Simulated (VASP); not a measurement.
# Sc (P6/mmm) in VASP: notebook

Sc is run at these levels: PBE; tasks: single point, relaxation of shape and atoms at fixed volume.

All numbers are computed with VASP 6.6.1; they aren't measurements. Logs are shortened: lines on timing, memory, paths and dates and some standing lists are left out, and cuts for length are marked.

## 1. The cell of the first run

Symmetry: P6/mmm, No. 191, hexagonal system. Conventional cell: a = 4.982 Å, b = 4.982 Å, c = 3.144 Å, α = 90.00°, β = 90.00°, γ = 120.00°. Sc (site symmetry 6/mmm) has 14 Sc at 3.14 to 3.28 Å within 4.1 Å. Within 3.8 Å of Sc (site symmetry -6m2) lie 11 Sc at 2.88 to 3.28 Å.

This isn't the form of Sc at room conditions, which is hcp.

## 2. Single point, PBE (22.53 Å³/atom)

Contents of INCAR:

```
PREC = Accurate
ENCUT = 520
EDIFF = 1E-6
ISMEAR = -1
SIGMA = 0.05
LREAL = F
LASPH = T
NELM = 80
ALGO = Normal
ISIF = 2
LWAVE = F
LCHARG = T
GGA = PE
LELF = T
LVHAR = T
NBANDS = 24
```

Contents of KPOINTS:

```
regular mesh
0
Gamma
  8 8 11
```

Contents of POSCAR:

```
Sc
1.0
    4.9823220613      0.0000000000      0.0000000000
   -2.4911610306      4.3148174749      0.0000000000
    0.0000000000      0.0000000000      3.1436658839
Sc
3
Direct
    0.0000000000      0.0000000000      0.0000000000
    0.3333333333      0.6666666667      0.5000000000
    0.6666666667      0.3333333333      0.5000000000
```

Potentials or basis: VASP PAW PBE potentials, release 64 (Sc_sv).

Run with:

```sh
> cat potpaw_PBE.64/Sc_sv/POTCAR > POTCAR
> mpirun -np 1 vasp_std > vasp.out
```

OUTCAR:

```text
PREC = Accurate
   ENCUT = 520
   EDIFF = 1E-6
   ISMEAR = -1
   LREAL = F
   LASPH = T
   NELM = 80
   ISIF = 2
   GGA = PE

 ion  position               nearest neighbor table
   1  0.000  0.000  0.000-   2 3.28   3 3.28   2 3.28   3 3.28   2 3.28   2 3.28   3 3.28   3 3.28
                             3 3.28   3 3.28   2 3.28   2 3.28
   2  0.333  0.667  0.500-   3 2.88   3 2.88   3 2.88   1 3.28   1 3.28   1 3.28   1 3.28   1 3.28
                             1 3.28
   3  0.667  0.333  0.500-   2 2.88   2 2.88   2 2.88   1 3.28   1 3.28   1 3.28   1 3.28   1 3.28
                             1 3.28

  LATTYP: Found a hexagonal cell.
 ALAT       =     4.9823220613
 C/A-ratio  =     0.6309640054

  Lattice vectors:

 A1 = (   4.9823220613,   0.0000000000,   0.0000000000)
 A2 = (  -2.4911610306,   4.3148174749,   0.0000000000)
 A3 = (   0.0000000000,   0.0000000000,   3.1436658839)

Analysis of symmetry for initial positions (statically):
=====================================================================
 Subroutine PRICEL returns:
 Original cell was already a primitive cell.

 Routine SETGRP: Setting up the symmetry group for a
 hexagonal supercell.

 Subroutine GETGRP returns: Found 24 space group operations
 (whereof 24 operations were pure point group operations)
 out of a pool of 24 trial point group operations.

The static configuration has the point symmetry D_6h.

Analysis of symmetry for dynamics (positions and initial velocities):
=====================================================================
 Subroutine PRICEL returns:
 Original cell was already a primitive cell.

 Routine SETGRP: Setting up the symmetry group for a
 hexagonal supercell.

 Subroutine GETGRP returns: Found 24 space group operations
 (whereof 24 operations were pure point group operations)
 out of a pool of 24 trial point group operations.

The dynamic configuration has the point symmetry D_6h.

 Subroutine INISYM returns: Found 24 space group operations
 (whereof 24 operations are pure point group operations),
 and found     1 'primitive' translations

----------------------------------------------------------------------------------------

                                     Primitive cell

[... 79 lines left out ...]
   ions per type =               3
   NGX,Y,Z   is equivalent  to a cutoff of  13.35, 13.35, 12.69 a.u.
   NGXF,Y,Z  is equivalent  to a cutoff of  26.69, 26.69, 25.38 a.u.
 SYSTEM =  unknown system
   PREC   = accura    normal or accurate (medium, high low for compatibility)
   ISTART =      0    job   : 0-new  1-cont  2-samecut
   ICHARG =      2    charge: 1-file 2-atom 10-const
   ISPIN  =      1    spin polarized calculation?
   LNONCOLLINEAR =      F non collinear calculations
   LSORBIT =      F    spin-orbit coupling
   LASPH  =      T    aspherical Exc in radial PAW
   ENCUT  =  520.0 eV  38.22 Ry    6.18 a.u.   9.26  9.26  5.85*2*pi/ulx,y,z
   NELM   =     80;   NELMIN=  2; NELMDL= -5     # of ELM steps
   EDIFF  = 0.1E-05   stopping-criterion for ELM
   LREAL  =      F    real-space projection
[... 7 lines left out ...]
   TEBEG  =    0.0;   TEEND  =   0.0 temperature during run
   PSTRESS=    0.0 pullay stress
   NELECT =      33.0000    total number of electrons
   NUPDOWN=      -1.0000    fix difference up-down
   EMIN   =  10.00;   EMAX   =-10.00  energy-range for DOS
   EFERMI =   0.00;   METHOD = LEGACY
   ISMEAR =    -1;   SIGMA  =   0.05  broadening in eV -4-tet -1-fermi 0-gaus
   EFERMI_NEDOS =   21; number of points for ismear=-14 and -15
   IALGO  =     38    algorithm
   IMIX   =      4    mixing-type and parameters
     AMIX     =   0.40;   BMIX     =  1.00
     AMIX_MAG =   1.60;   BMIX_MAG =  1.00
  volume/ion in A,a.u.               =      22.53       152.02
  Fermi-wavevector in a.u.,A,eV,Ry     =   1.289147  2.436136 22.611539  1.661901
  Thomas-Fermi vector in A             =   2.421058
   LORBIT       =      0    0 simple, 1 ext, 2 COOP (PROOUT), +10 PAW based schemes
   GGA     = PE    functional components
   LHFCALC =     F    Hartree Fock is set to
   AEXX    =    0.0000 exact exchange contribution
   IVDW    =     0    specifies the selected vdW correction
   LEPSILON=     F    determine dielectric tensor
   LRPA    =     F    only Hartree local field effects (RPA)
 non-spin polarized calculation
  energy-cutoff  :      520.00
  volume of cell :       67.58
 maximum number of plane-waves:      1848
 NGX is ok and might be reduce to    40
   NGX = 19   NGY = 19   NGZ = 11

 number of electron      32.9999998 magnetization

 Free energy of the ion-electron system (eV)
  ---------------------------------------------------
  ext. energy  EPLUGINS =         0.00000000
  ---------------------------------------------------
  free energy    TOTEN  =       -18.50301425 eV

  energy without entropy =      -18.45664372  energy(sigma->0) =      -18.47982899

 E-fermi :   4.1566     XC(G=0): -10.2394

 val. band max:        4.1562358035   @ k =   0.1250   0.1250   0.1818
 cond. band min:       4.1591142021   @ k =   0.3750   0.0000   0.3636
 fundamental gap:      0.0028783987
 Fermi energy:         4.1565945309

 k-point     1 :       0.0000    0.0000    0.0000
  band No.  band energies     occupation
      1     -45.0259      2.00000
      2     -44.9201      2.00000
      3     -44.8762      2.00000
      4     -23.8399      2.00000
      5     -23.8399      2.00000
      6     -23.6744      2.00000
[... 637 lines left out ...]
     23       6.5961      0.00000
     24       7.1189      0.00000

 [... further k-points ...]

------------------------ aborting loop because EDIFF is reached ----------------------------------------

  FORCE on cell =-STRESS in cart. coord.  units (eV):
  Direction    XX          YY          ZZ          XY          YZ          ZX
  --------------------------------------------------------------------------------------
  -------------------------------------------------------------------------------------
  Total        2.1568900      2.1568900      2.1730021      0.0000000     -0.0000000      0.0000000
  in kB       51.1337897     51.1337897     51.5157619      0.0000000     -0.0000000      0.0000000
  external PRESSURE =      51.2611138 kB  Pullay stress =       0.0000000 kB

 VOLUME and BASIS-vectors are now :
 -----------------------------------------------------------------------------
  energy-cutoff  :      520.00
  volume of cell :       67.58
      direct lattice vectors                 reciprocal lattice vectors
     4.982322061  0.000000000  0.000000000     0.200709626  0.115879757  0.000000000
    -2.491161031  4.314817475  0.000000000     0.000000000  0.231759514  0.000000000
     0.000000000  0.000000000  3.143665884     0.000000000  0.000000000  0.318099963

 POSITION                                       TOTAL-FORCE (eV/Angst)
 -----------------------------------------------------------------------------------
      0.00000      0.00000      0.00000        -0.000000      0.000000      0.000000
     -0.00000      2.87654      1.57183        -0.000000      0.000000     -0.000000
      2.49116      1.43827      1.57183         0.000000      0.000000      0.000000
 -----------------------------------------------------------------------------------
    total drift:                               -0.000000      0.000000      0.000000

  FREE ENERGIE OF THE ION-ELECTRON SYSTEM (eV)
  ---------------------------------------------------
  free  energy   TOTEN  =       -18.5030142459 eV

  energy  without entropy=      -18.4566437247  energy(sigma->0) =      -18.47982899
```

Wall time 2.3 min (1 thread of Intel Xeon 8259CL, shared host); peak memory 0.23 GiB.

What came out:

```
Free energy            : -18.5030 eV
Pressure               : 5.1 GPa
Band gap on the k mesh : zero (an odd number of electrons rules out a gap without spin polarisation)
```

Levels at points of the mesh, in eV from the Fermi level:
| k point | band 12 | band 13 | band 14 | band 15 | band 16 | band 17 | band 18 | band 19 | band 20 | band 21 |
| --- | --- | --- | --- | --- | --- | --- | --- | --- | --- | --- |
| (0.00, 0.00, 0.00) | -27.49 | -5.20 | -0.87 | 0.01 | 0.01 | 0.04 | 0.04 | 0.81 | 1.77 | 2.22 |
| (0.50, 0.00, 0.00) | -27.52 | -3.07 | -3.00 | -1.67 | 0.48 | 0.64 | 0.69 | 0.99 | 1.07 | 1.54 |

Caveat: the cell stands under pressure.

## 3. Single point, PBE

This run uses another cell than the first one, of 24.49 Å³/atom.

Contents of INCAR:

```
SYSTEM = Sc
PREC     = Accurate       ! precision mode
ENCUT    = 520            ! plane-wave cutoff, eV
EDIFF    = 1E-6           ! SCF threshold, eV
ISMEAR   = -1             ! smearing method
SIGMA    = 0.05           ! smearing width, eV
LREAL    = .False.        ! projectors in reciprocal space
LASPH    = .True.         ! aspherical terms in the spheres
NELM     = 80             ! most SCF steps
ALGO     = Normal         ! electronic algorithm
ISIF     = 2              ! what is computed and relaxed
LWAVE    = .False.        ! write WAVECAR
LCHARG   = .False.        ! write CHGCAR
GGA      = PE             ! functional
NBANDS   = 24             ! bands
```

Contents of KPOINTS:

```
Automatic mesh
0
Gamma
  8 8 11
  0 0 0
```

Contents of POSCAR:

```
Sc
1.0
    5.1227424446      0.0000000000      0.0000000000
   -2.5613712223      4.4364250941      0.0000000000
    0.0000000000      0.0000000000      3.2322660914
Sc
3
Direct
    0.0000000000      0.0000000000      0.0000000000
    0.3333333333      0.6666666667      0.5000000000
    0.6666666667      0.3333333333      0.5000000000
```

Potentials or basis: VASP PAW PBE potentials, release 64 (Sc_sv).

Run with:

```sh
> cat potpaw_PBE.64/Sc_sv/POTCAR > POTCAR
> mpirun -np 1 vasp_std > vasp.out
```

Run time: 2.5 min. Hardware: 1 thread of Intel Xeon 8259CL, shared host; peak memory 0.23 GiB.

The run converged. Its results:

| Property | Result |
| --- | --- |
| Free energy | -18.5947 eV |
| Pressure | 0.0 GPa |
| Band gap on the k mesh | zero (an odd number of electrons rules out a gap without spin polarisation) |

Levels at points of the mesh, in eV from the Fermi level:
```csv
k point,band 13,band 14,band 15,band 16,band 17,band 18,band 19,band 20
"(0.00, 0.00, 0.00)",-5.07,-0.75,-0.03,-0.03,-0.01,-0.01,0.72,1.64
"(0.50, 0.00, 0.00)",-3.05,-3.00,-1.57,0.47,0.62,0.67,0.76,1.02
```

## 4. Single point, PBE

This run uses another cell than the first one, of 24.49 Å³/atom.

Contents of INCAR:

```
PREC = Accurate
ENCUT = 520
EDIFF = 1E-6
ISMEAR = -1
SIGMA = 0.05
LREAL = F
LASPH = T
NELM = 60
ALGO = Normal
ISIF = 2
LWAVE = F
LCHARG = F
GGA = PE
NBANDS = 24
```

Contents of KPOINTS:

```
Automatic mesh
0
Gamma
  8 8 11
```

POSCAR is that of step 3.

Potentials or basis: VASP PAW PBE potentials, release 64 (Sc_sv).

Run with:

```sh
> cat potpaw_PBE.64/Sc_sv/POTCAR > POTCAR
> mpirun -np 1 vasp_std > vasp.out
```

OUTCAR:

```text
PREC = Accurate
   ENCUT = 520
   EDIFF = 1E-6
   ISMEAR = -1
   LREAL = F
   LASPH = T
   NELM = 60
   ISIF = 2
   GGA = PE

 ion  position               nearest neighbor table
   1  0.000  0.000  0.000-   2 3.37   3 3.37   2 3.37   3 3.37   3 3.37   3 3.37   2 3.37   2 3.37
                             3 3.37   3 3.37   2 3.37   2 3.37
   2  0.333  0.667  0.500-   3 2.96   3 2.96   3 2.96   1 3.37   1 3.37   1 3.37   1 3.37   1 3.37
                             1 3.37
   3  0.667  0.333  0.500-   2 2.96   2 2.96   2 2.96   1 3.37   1 3.37   1 3.37   1 3.37   1 3.37
                             1 3.37
[... 847 lines left out ...]
  Direction    XX          YY          ZZ          XY          YZ          ZX
  --------------------------------------------------------------------------------------
  -------------------------------------------------------------------------------------
  Total        0.0124745      0.0124745     -0.0028778      0.0000000     -0.0000000      0.0000000
  in kB        0.2720756      0.2720756     -0.0627669      0.0000000     -0.0000000      0.0000000
  external PRESSURE =       0.1604614 kB  Pullay stress =       0.0000000 kB

 VOLUME and BASIS-vectors are now :
 -----------------------------------------------------------------------------
  energy-cutoff  :      520.00
  volume of cell :       73.46
      direct lattice vectors                 reciprocal lattice vectors
     5.122742445  0.000000000  0.000000000     0.195207940  0.112703357  0.000000000
    -2.561371222  4.436425094  0.000000000     0.000000000  0.225406713  0.000000000
     0.000000000  0.000000000  3.232266091     0.000000000  0.000000000  0.309380469

 POSITION                                       TOTAL-FORCE (eV/Angst)
 -----------------------------------------------------------------------------------
      0.00000      0.00000      0.00000        -0.000000      0.000000      0.000000
     -0.00000      2.95762      1.61613        -0.000000      0.000000     -0.000000
      2.56137      1.47881      1.61613         0.000000      0.000000      0.000000
 -----------------------------------------------------------------------------------
    total drift:                               -0.000000      0.000000      0.000000

  FREE ENERGIE OF THE ION-ELECTRON SYSTEM (eV)
  ---------------------------------------------------
  free  energy   TOTEN  =       -18.5946637505 eV

  energy  without entropy=      -18.5448638417  energy(sigma->0) =      -18.56976380
```

stdout:

```text
POSCAR found type information on POSCAR Sc
 POSCAR found :  1 types and       3 ions
 scaLAPACK will be used
 LDA part: xc-table for (Slater+PW92), standard interpolation
 POSCAR, INCAR and KPOINTS ok, starting setup
 FFT: planning ... GRIDC
 FFT: planning ... GRID_SOFT
 FFT: planning ... GRID
 WAVECAR not read
 entering main loop
```

Run time: 2.9 min. Hardware: 1 thread of Intel Xeon 8259CL, shared host; peak memory 0.23 GiB.

What came out:

```
Free energy            : -18.5947 eV
Pressure               : 0.0 GPa
Band gap on the k mesh : zero (an odd number of electrons rules out a gap without spin polarisation)
```

Levels at points of the mesh, in eV from the Fermi level:
```tsv
k point	band 13	band 14	band 15	band 16	band 17	band 18	band 19	band 20
(0.00, 0.00, 0.00)	-5.07	-0.75	-0.03	-0.03	-0.01	-0.01	0.72	1.64
(0.50, 0.00, 0.00)	-3.05	-3.00	-1.57	0.47	0.62	0.67	0.76	1.02
```

## 5. Relaxation of shape and atoms at fixed volume, PBE

This run uses another cell than the first one, of 11.02 Å³/atom.

Contents of INCAR:

```
PREC = Accurate ; ENCUT = 600
EDIFF = 1E-7 ; ISMEAR = -1
SIGMA = 0.05 ; LREAL = False
LASPH = True ; NELM = 80
ALGO = Normal ; ISIF = 4
LWAVE = False ; LCHARG = False
GGA = PE ; IBRION = 2
NSW = 50 ; EDIFFG = -0.005
```

KPOINTS is that of step 4.

Contents of POSCAR:

```
Sc
1.0
    3.9256058551      0.0000000000      0.0000000000
   -1.9628029275      3.3996743957      0.0000000000
    0.0000000000      0.0000000000      2.4769159939
Sc
3
Direct
    0.0000000000      0.0000000000      0.0000000000
    0.3333333333      0.6666666667      0.5000000000
    0.6666666667      0.3333333333      0.5000000000
```

Run with:

```sh
> cat potpaw_PBE.64/Sc_sv/POTCAR > POTCAR
> mpirun -np 1 vasp_std > vasp.out
```

Run time: 2.8 min. Hardware: 1 thread of Intel Xeon 8259CL, shared host; peak memory 0.18 GiB.

The run converged. Its results:

```yaml
Free_energy: -8.5972 eV
Energy_gained_by_relaxing: 55.2 meV/atom
Ionic_steps: 4
Pressure_after_relaxing: 131.7 GPa
Band_gap_on_the_k_mesh: zero (an odd number of electrons rules out a gap without spin polarisation)
```

The path:
| step | energy change (eV) | largest force (eV/Å) | pressure (GPa) | volume (Å³) |
| --- | --- | --- | --- | --- |
| 1 | 0.0000 | 0.0000 | 135.64 | 33.06 |
| 2 | -0.1212 | 0.0000 | 133.30 | 33.06 |
| 3 | -0.1653 | 0.0000 | 131.77 | 33.06 |
| 4 | -0.1655 | 0.0000 | 131.71 | 33.06 |

Final structure:
```cif
data_structure
_symmetry_space_group_name_H-M 'P 1'
_symmetry_Int_Tables_number 1
_cell_length_a 4.0778
_cell_length_b 4.0778
_cell_length_c 2.2955
_cell_angle_alpha 90.000
_cell_angle_beta 90.000
_cell_angle_gamma 120.000
_cell_volume 33.06
loop_
_atom_site_label
_atom_site_type_symbol
_atom_site_fract_x
_atom_site_fract_y
_atom_site_fract_z
_atom_site_occupancy
Sc1 Sc 0.00000 0.00000 0.00000 1
Sc2 Sc 0.33333 0.66667 0.50000 1
Sc3 Sc 0.66667 0.33333 0.50000 1
```

Levels at points of the mesh, in eV from the Fermi level:
```
           k point  band 12  band 13  band 14  band 15  band 16  band 17  band 18  band 19  band 20
(0.00, 0.00, 0.00)   -24.53    -4.43    -2.42     0.73     0.73     0.83     0.83     0.87     1.31
(0.50, 0.00, 0.00)   -24.64    -3.20    -1.37    -1.28    -0.42    -0.24     0.11     0.42     1.36
```

## 6. Relaxation of shape and atoms at fixed volume, PBE

This run uses another cell than the first one, of 18.61 Å³/atom.

Contents of INCAR:

```
SYSTEM = Sc
PREC = Accurate
ENCUT = 600
EDIFF = 1E-6
ISMEAR = -1
SIGMA = 0.05
LREAL = .False.
LASPH = .True.
NELM = 80
ALGO = Normal
ISIF = 4
LWAVE = .False.
LCHARG = .False.
GGA = PE
IBRION = 2
NSW = 50
EDIFFG = -0.005
```

Contents of KPOINTS:

```
Automatic mesh
0
Gamma
  8 8 11
  0 0 0
```

Contents of POSCAR:

```
Sc
1.0
    4.6749150002      0.0000000000      0.0000000000
   -2.3374575001      4.0485951507      0.0000000000
    0.0000000000      0.0000000000      2.9497030934
Sc
3
Direct
    0.0000000000      0.0000000000      0.0000000000
    0.3333333333      0.6666666667      0.5000000000
    0.6666666667      0.3333333333      0.5000000000
```

Potentials or basis: VASP PAW PBE potentials, release 64 (Sc_sv).

Run with:

```sh
> cat potpaw_PBE.64/Sc_sv/POTCAR > POTCAR
> mpirun -np 1 vasp_std > vasp.out
```

Wall time 6.1 min (1 thread of Oxide Virtual Turin-like, shared host); peak memory 0.2 GiB.

The run converged. Its results:

```
Free energy               : -17.5570 eV
Energy gained by relaxing : 0.8 meV/atom
Ionic steps               : 5
Pressure after relaxing   : 22.5 GPa
Band gap on the k mesh    : zero (an odd number of electrons rules out a gap without spin polarisation)
```

The path:
| step | energy change (eV) | largest force (eV/Å) | pressure (GPa) | volume (Å³) |
| --- | --- | --- | --- | --- |
| 1 | 0.0000 | 0.0000 | 22.55 | 55.83 |
| 2 | -0.0015 | 0.0000 | 22.56 | 55.83 |
| 3 | -0.0021 | 0.0000 | 22.51 | 55.83 |
| 4 | -0.0021 | 0.0000 | 22.40 | 55.83 |
| 5 | -0.0023 | 0.0000 | 22.46 | 55.83 |

Final structure:
```
Sc
1.0
     4.70142    0.00000    0.00000
    -2.35071    4.07155    0.00000
     0.00000    0.00000    2.91654
Sc
3
Direct
  0.00000 0.00000 0.00000
  0.33333 0.66667 0.50000
  0.66667 0.33333 0.50000
```

Levels at points of the mesh, in eV from the Fermi level:
```tsv
k point	band 15	band 16	band 17	band 18	band 19	band 20
(0.00, 0.00, 0.00)	0.09	0.09	0.14	0.14	0.90	1.93
(0.50, 0.00, 0.00)	-1.99	0.42	0.60	0.60	1.10	1.62
```

## 7. The runs side by side

| task | cell | cutoff (eV) | gap on the mesh (eV) | pressure (GPa) |
| --- | --- | --- | --- | --- |
| single point | a = 4.982, b = 4.982, c = 3.144 Å, angles 90.0, 90.0, 120.0°, 3 atoms | 520 | none | 5.1 |
| single point | a = 5.123, b = 5.123, c = 3.232 Å, angles 90.0, 90.0, 120.0°, 3 atoms | 520 | none | 0.0 |
| relaxation of shape and atoms at fixed volume | relaxed from a = 3.926, b = 3.926, c = 2.477 Å, angles 90.0, 90.0, 120.0°, 3 atoms | 600 | none | 131.7 |
| relaxation of shape and atoms at fixed volume | relaxed from a = 4.675, b = 4.675, c = 2.950 Å, angles 90.0, 90.0, 120.0°, 3 atoms | 600 | none | 22.5 |

Alike in all rows: level PBE; potentials or basis VASP PAW PBE potentials, release 64 (Sc_sv); no spin polarisation; k mesh 8 × 8 × 11; smearing fermi-dirac 0.05 eV.

Caveats: the cell stands under pressure (at least some runs).

Total energies depend on the potentials used, so only differences within one code and one set of settings carry meaning.
